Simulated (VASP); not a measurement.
# S3N2O2 (C2/c) in VASP: single point with PBEsol

Aim: the single point of S3N2O2 with PBEsol.

Everything below comes from runs of VASP 6.6.1. Logs are shortened: lines on timing, memory, paths and dates and some standing lists are left out, and cuts for length are marked.

**1. The cell of the first run**

It takes space group C2/c (No. 15, monoclinic). The conventional cell has a = 16.345 Å, b = 4.512 Å, c = 6.768 Å, α = 90.00°, β = 97.00°, γ = 90.00°. N (site symmetry 1) has 1 S at 1.48 Å within 2.0 Å. Within 2.1 Å of O (site symmetry 1) lie 2 S at 1.56 to 1.66 Å. Within 2.2 Å of S (site symmetry 2) lie 2 O at 1.66 Å. Within 2.0 Å of S (site symmetry 1) lie 1 N at 1.48 Å and 1 O at 1.56 Å.

**2. Single point, PBEsol**

Input file INCAR:

```
SYSTEM = S3N2O2
PREC     = Accurate       ! precision mode
ENCUT    = 520            ! plane-wave cutoff, eV
EDIFF    = 1E-7           ! SCF threshold, eV
ISMEAR   = 0              ! smearing method
SIGMA    = 0.261          ! smearing width, eV
LREAL    = .False.        ! projectors in reciprocal space
LASPH    = .True.         ! aspherical terms in the spheres
NELM     = 60             ! most SCF steps
ALGO     = Normal         ! electronic algorithm
ISIF     = 2              ! what is computed and relaxed
LWAVE    = .False.        ! write WAVECAR
LCHARG   = .True.         ! write CHGCAR
GGA      = PS             ! functional
LELF     = .True.         ! ELF
LVHAR    = .True.       
NBANDS   = 53             ! bands
```

Input file KPOINTS:

```
Automatic mesh
0
Gamma
  4 5 5
  0 0 0
```

Input file POSCAR:

```
S3N2O2
1.0
   -6.7676619200      0.0000000000      0.0000000000
   -0.9959940300     -2.2558873100      8.1117255100
   -0.9959940300      2.2558873100      8.1117255100
N O S
4 4 6
Direct
    0.8790000000      0.2160000000      0.1100000000
    0.6210000000      0.8900000000      0.7840000000
    0.1210000000      0.7840000000      0.8900000000
    0.3790000000      0.1100000000      0.2160000000
    0.8129000000      0.6923000000      0.4431000000
    0.6871000000      0.5569000000      0.3077000000
    0.1871000000      0.3077000000      0.5569000000
    0.3129000000      0.4431000000      0.6923000000
    0.7500000000      0.8719000000      0.1281000000
    0.2500000000      0.1281000000      0.8719000000
    0.8678000000      0.8802000000      0.4264000000
    0.6322000000      0.5736000000      0.1198000000
    0.1322000000      0.1198000000      0.5736000000
    0.3678000000      0.4264000000      0.8802000000
```

Potentials or basis: VASP PAW PBE potentials, release 64 (N, O, S).

The run is started by

```
$ cat potpaw_PBE.64/N/POTCAR potpaw_PBE.64/O/POTCAR potpaw_PBE.64/S/POTCAR > POTCAR
$ mpirun -np 1 vasp_std > vasp.out
```

OUTCAR:

```text
SYSTEM = S3N2O2
   PREC = Accurate
   ENCUT = 520
   EDIFF = 1E-7
   ISMEAR = 0
   LREAL = .False.
   LASPH = .True.
   NELM = 60
   ISIF = 2
   GGA = PS

 ion  position               nearest neighbor table
   1  0.879  0.216  0.110-  11 1.48
   2  0.621  0.890  0.784-  12 1.48
   3  0.121  0.784  0.890-  13 1.48
   4  0.379  0.110  0.216-  14 1.48
   5  0.813  0.692  0.443-  11 1.56   9 1.66
   6  0.687  0.557  0.308-  12 1.56   9 1.66
   7  0.187  0.308  0.557-  13 1.56  10 1.66
   8  0.313  0.443  0.692-  14 1.56  10 1.66
   9  0.750  0.872  0.128-   5 1.66   6 1.66
  10  0.250  0.128  0.872-   7 1.66   8 1.66
  11  0.868  0.880  0.426-   1 1.48   5 1.56
  12  0.632  0.574  0.120-   2 1.48   6 1.56
  13  0.132  0.120  0.574-   3 1.48   7 1.56
  14  0.368  0.426  0.880-   4 1.48   8 1.56

  LATTYP: Found a base centered monoclinic cell.
 ALAT       =    16.3452861532
 B/A-ratio  =     0.2760290996
 C/A-ratio  =     0.4140436488
 COS(beta)  =    -0.1218692681

  Lattice vectors:

 A1 = (   0.9959940300,   2.2558873100,  -8.1117255100)
 A2 = (   0.9959940300,  -2.2558873100,  -8.1117255100)
 A3 = (  -6.7676619200,   0.0000000000,   0.0000000000)

Analysis of symmetry for initial positions (statically):
=====================================================================
 Subroutine PRICEL returns:
 Original cell was already a primitive cell.

 Routine SETGRP: Setting up the symmetry group for a
 base centered monoclinic supercell.

 Subroutine GETGRP returns: Found  4 space group operations
 (whereof  2 operations were pure point group operations)
 out of a pool of  4 trial point group operations.

The static configuration has the point symmetry S_2 .
 The point group associated with its full space group is C_2h.

Analysis of symmetry for dynamics (positions and initial velocities):
=====================================================================
 Subroutine PRICEL returns:
 Original cell was already a primitive cell.

 Routine SETGRP: Setting up the symmetry group for a
 base centered monoclinic supercell.

 Subroutine GETGRP returns: Found  4 space group operations
 (whereof  2 operations were pure point group operations)
 out of a pool of  4 trial point group operations.

The dynamic configuration has the point symmetry S_2 .
 The point group associated with its full space group is C_2h.

 Subroutine INISYM returns: Found  4 space group operations
 (whereof  2 operations are pure point group operations),
 and found     1 'primitive' translations

----------------------------------------------------------------------------------------

                                     Primitive cell

  volume of cell :     247.6848

  direct lattice vectors                    reciprocal lattice vectors
    -6.767661920  0.000000000  0.000000000    -0.147761518  0.000000000 -0.018142822
    -0.995994030 -2.255887310  8.111725510     0.000000000 -0.221642277  0.061639167
    -0.995994030  2.255887310  8.111725510     0.000000000  0.221642277  0.061639167

  length of vectors
     6.767661920  8.478273551  8.478273551     0.148871180  0.230053659  0.230053659

  position of ions in fractional coordinates (direct lattice)
     0.879000000  0.216000000  0.110000000
     0.621000000  0.890000000  0.784000000
     0.121000000  0.784000000  0.890000000
     0.379000000  0.110000000  0.216000000
     0.812900000  0.692300000  0.443100000
     0.687100000  0.556900000  0.307700000
     0.187100000  0.307700000  0.556900000
     0.312900000  0.443100000  0.692300000
     0.750000000  0.871900000  0.128100000
     0.250000000  0.128100000  0.871900000
     0.867800000  0.880200000  0.426400000
     0.632200000  0.573600000  0.119800000
     0.132200000  0.119800000  0.573600000
     0.367800000  0.426400000  0.880200000

  ion indices of the primitive-cell ions
   primitive index   ion index
                 1           1
                 2           2
                 3           3
                 4           4
                 5           5
                 6           6
                 7           7
                 8           8
                 9           9
                10          10
                11          11
                12          12
                13          13
                14          14

----------------------------------------------------------------------------------------

 KPOINTS: Automatic mesh

Automatic generation of k-mesh.
 Grid dimensions read from file:
 generate k-points for:    4    5    5

 Generating k-lattice:

  Cartesian coordinates                     Fractional coordinates (reciprocal lattice)
    -0.036940380  0.000000000 -0.004535705     0.250000000  0.000000000  0.000000000
     0.000000000 -0.044328455  0.012327833     0.000000000  0.200000000 -0.000000000
     0.000000000  0.044328455  0.012327833     0.000000000 -0.000000000  0.200000000

  Length of vectors
     0.037217795  0.046010732  0.046010732

  Shift w.r.t. Gamma in fractional coordinates (k-lattice)
     0.000000000  0.000000000  0.000000000

 Subroutine IBZKPT returns following result:
 ===========================================

 Found     33 irreducible k-points:

 Following reciprocal coordinates:
            Coordinates               Weight
  0.000000  0.000000  0.000000      1.000000
  0.250000  0.000000  0.000000      2.000000
  0.500000  0.000000  0.000000      1.000000
  0.000000  0.200000  0.000000      4.000000
  0.250000  0.200000 -0.000000      4.000000
  0.500000  0.200000 -0.000000      4.000000
[... 16 lines left out ...]
 -0.250000 -0.400000  0.200000      4.000000
  0.000000 -0.200000  0.200000      2.000000
 [... further k-points ...]
   k-points           NKPTS =     33   k-points in BZ     NKDIM =     33   number of bands    NBANDS=     53
   number of dos      NEDOS =    301   number of ions     NIONS =     14
   total plane-waves  NPLWV = 204800
   dimension x,y,z NGX =    50 NGY =   64 NGZ =   64
   dimension x,y,z NGXF=   100 NGYF=  128 NGZF=  128
   ions per type =               4   4   6
   NGX,Y,Z   is equivalent  to a cutoff of  12.28, 12.55, 12.55 a.u.
   NGXF,Y,Z  is equivalent  to a cutoff of  24.56, 25.10, 25.10 a.u.
 SYSTEM =  S3N2O2
   PREC   = accura    normal or accurate (medium, high low for compatibility)
   ISTART =      0    job   : 0-new  1-cont  2-samecut
   ICHARG =      2    charge: 1-file 2-atom 10-const
   ISPIN  =      1    spin polarized calculation?
   LNONCOLLINEAR =      F non collinear calculations
   LSORBIT =      F    spin-orbit coupling
   LASPH  =      T    aspherical Exc in radial PAW
   ENCUT  =  520.0 eV  38.22 Ry    6.18 a.u.  12.58 15.76 15.76*2*pi/ulx,y,z
   NELM   =     60;   NELMIN=  2; NELMDL= -5     # of ELM steps
   EDIFF  = 0.1E-06   stopping-criterion for ELM
   LREAL  =      F    real-space projection
   EDIFFG = 0.1E-05   stopping-criterion for IOM
   NSW    =      0    number of steps for IOM
   IBRION =     -1    ionic relax: 0-MD 1-quasi-New 2-CG
   NFREE  =      0    steps in history (QN), initial steepest desc. (CG)
   ISIF   =      2    stress and relaxation
   ISYM   =      2    0-nonsym 1-usesym 2-fastsym
   POTIM  = 0.5000    time-step for ionic-motion
   TEBEG  =    0.0;   TEEND  =   0.0 temperature during run
   PSTRESS=    0.0 pullay stress
   NELECT =      80.0000    total number of electrons
   NUPDOWN=      -1.0000    fix difference up-down
   EMIN   =  10.00;   EMAX   =-10.00  energy-range for DOS
   EFERMI =   0.00;   METHOD = LEGACY
   ISMEAR =     0;   SIGMA  =   0.26  broadening in eV -4-tet -1-fermi 0-gaus
   EFERMI_NEDOS =   21; number of points for ismear=-14 and -15
   IALGO  =     38    algorithm
   IMIX   =      4    mixing-type and parameters
     AMIX     =   0.40;   BMIX     =  1.00
     AMIX_MAG =   1.60;   BMIX_MAG =  1.00
  volume/ion in A,a.u.               =      17.69       119.39
  Fermi-wavevector in a.u.,A,eV,Ry     =   1.123238  2.122612 17.165971  1.261663
  Thomas-Fermi vector in A             =   2.259903
   LORBIT       =      0    0 simple, 1 ext, 2 COOP (PROOUT), +10 PAW based schemes
   GGA     = PS    functional components
   LHFCALC =     F    Hartree Fock is set to
   AEXX    =    0.0000 exact exchange contribution
   IVDW    =     0    specifies the selected vdW correction
   LEPSILON=     F    determine dielectric tensor
   LRPA    =     F    only Hartree local field effects (RPA)
 non-spin polarized calculation
 Gauss-broadening in eV      SIGMA  =   0.26
  energy-cutoff  :      520.00
  volume of cell :      247.68
 maximum number of plane-waves:      6696
   NGX = 25   NGY = 31   NGZ = 31

 number of electron      79.9999998 magnetization

 Free energy of the ion-electron system (eV)
  ---------------------------------------------------
  ext. energy  EPLUGINS =         0.00000000
  ---------------------------------------------------
  free energy    TOTEN  =       -76.92521829 eV

  energy without entropy =      -76.92511874  energy(sigma->0) =      -76.92516852

 E-fermi :   2.2226     XC(G=0):  -8.6725

 val. band max:        1.6017867566   @ k =   0.0000   0.0000   0.0000
 cond. band min:       2.8442936616   @ k =   0.0000  -0.4000   0.2000
 fundamental gap:      1.2425069050
 Fermi energy:         2.2225577776

 k-point     1 :       0.0000    0.0000    0.0000
  band No.  band energies     occupation
      1     -22.1005      2.00000
      2     -22.0149      2.00000
      3     -21.2304      2.00000
      4     -21.1960      2.00000
      5     -16.1610      2.00000
      6     -16.0452      2.00000
[... 44 lines left out ...]
     51       7.4545      0.00000
     52       8.2466      0.00000

 k-point     2 :       0.2500    0.0000    0.0000
  band No.  band energies     occupation
      1     -22.0883      2.00000
      2     -22.0277      2.00000
      3     -21.2252      2.00000
      4     -21.2008      2.00000
      5     -16.1443      2.00000
      6     -16.0625      2.00000
[... 44 lines left out ...]
     51       7.5544      0.00000
     52       8.1313      0.00000

 k-point     3 :       0.5000    0.0000    0.0000
  band No.  band energies     occupation
      1     -22.0583      2.00000
      2     -22.0583      2.00000
      3     -21.2129      2.00000
      4     -21.2129      2.00000
      5     -16.1038      2.00000
      6     -16.1038      2.00000
[... 44 lines left out ...]
     51       7.7607      0.00000
     52       7.7607      0.00000
[... 1046 lines left out ...]
 k-point    23 :      -0.2500   -0.4000    0.2000
  band No.  band energies     occupation
      1     -22.0571      2.00000
      2     -22.0281      2.00000
      3     -21.2069      2.00000
      4     -21.1959      2.00000
      5     -16.0470      2.00000
      6     -15.9981      2.00000
[... 44 lines left out ...]
     51       7.2883      0.00000
     52       7.5013      0.00000

 k-point    24 :       0.0000   -0.2000    0.2000
  band No.  band energies     occupation
      1     -22.0638      2.00000
      2     -22.0223      2.00000
      3     -21.2077      2.00000
      4     -21.1933      2.00000
      5     -16.0830      2.00000
      6     -15.9959      2.00000
[... 44 lines left out ...]
     51       7.1598      0.00000
     52       7.7907      0.00000

 [... further k-points ...]

 [bands above 52 left out]

------------------------ aborting loop because EDIFF is reached ----------------------------------------

  FORCE on cell =-STRESS in cart. coord.  units (eV):
  Direction    XX          YY          ZZ          XY          YZ          ZX
  --------------------------------------------------------------------------------------
  -------------------------------------------------------------------------------------
  Total        2.6145366     -0.7198808     13.9022451      0.0000000      0.0000000     -5.0307844
  in kB       16.9124297     -4.6566312     89.9282672      0.0000000      0.0000000    -32.5422062
  external PRESSURE =      34.0613552 kB  Pullay stress =       0.0000000 kB

 VOLUME and BASIS-vectors are now :
 -----------------------------------------------------------------------------
  energy-cutoff  :      520.00
  volume of cell :      247.68
      direct lattice vectors                 reciprocal lattice vectors
    -6.767661920  0.000000000  0.000000000    -0.147761518  0.000000000 -0.018142822
    -0.995994030 -2.255887310  8.111725510     0.000000000 -0.221642277  0.061639167
    -0.995994030  2.255887310  8.111725510     0.000000000  0.221642277  0.061639167

 POSITION                                       TOTAL-FORCE (eV/Angst)
 -----------------------------------------------------------------------------------
     -6.27347     -0.23912      2.64442         0.117590      1.116301     -0.015962
     -5.87001     -0.23912     13.57903        -0.117590      1.116301      0.015962
     -2.48618      0.23912     13.57903        -0.117590     -1.116301      0.015962
     -2.88964      0.23912      2.64442         0.117590     -1.116301     -0.015962
     -6.63228     -0.56217      9.21005         1.121894      1.534520     -2.757560
     -5.51120     -0.56217      7.01340        -1.121894      1.534520      2.757560
     -2.12737      0.56217      7.01340        -1.121894     -1.534520      2.757560
     -3.24845      0.56217      9.21005         1.121894     -1.534520     -2.757560
     -6.07174     -1.67793      8.11173        -0.000000     -1.135720     -0.000000
     -2.68791      1.67793      8.11173        -0.000000      1.135720     -0.000000
     -7.17434     -1.02372     10.59878        -1.057226     -2.091540      2.792851
     -4.96914     -1.02372      5.62467         1.057226     -2.091540     -2.792851
     -1.58531      1.02372      5.62467         1.057226      2.091540     -2.792851
     -3.79051      1.02372     10.59878        -1.057226      2.091540      2.792851
 -----------------------------------------------------------------------------------
    total drift:                                0.000000      0.000000      0.000000

  FREE ENERGIE OF THE ION-ELECTRON SYSTEM (eV)
  ---------------------------------------------------
  free  energy   TOTEN  =       -76.9252182929 eV

  energy  without entropy=      -76.9251187392  energy(sigma->0) =      -76.92516852
```

It took 15 min on 1 thread of AMD EPYC 7R43 (Zen 3), shared host; peak memory 0.62 GiB.

Results:

| Property | Result |
| --- | --- |
| Free energy | -76.9252 eV |
| Pressure | 3.4 GPa |
| Largest force | 3.646 eV/Å |
| Band gap on the k mesh | 1.24 eV (least direct gap 1.35 eV) |

Forces in eV/Å, atoms in the order of the input:
```
N    0.118  1.116 -0.016
N   -0.118  1.116  0.016
N   -0.118 -1.116  0.016
N    0.118 -1.116 -0.016
O    1.122  1.535 -2.758
O   -1.122  1.535  2.758
O   -1.122 -1.535  2.758
O    1.122 -1.535 -2.758
S    0.000 -1.136  0.000
S    0.000  1.136  0.000
S   -1.057 -2.092  2.793
S    1.057 -2.092 -2.793
S    1.057  2.092 -2.793
S   -1.057  2.092  2.793
```

Caveat: the cell stands under pressure; this functional lacks dispersion, which holds the molecules together, so the pressure and a relaxed volume are unreliable; the PAW data sets were made with another functional, which shifts forces and pressure a little; an odd mesh through Γ misses points on the zone boundary, where band edges can lie.
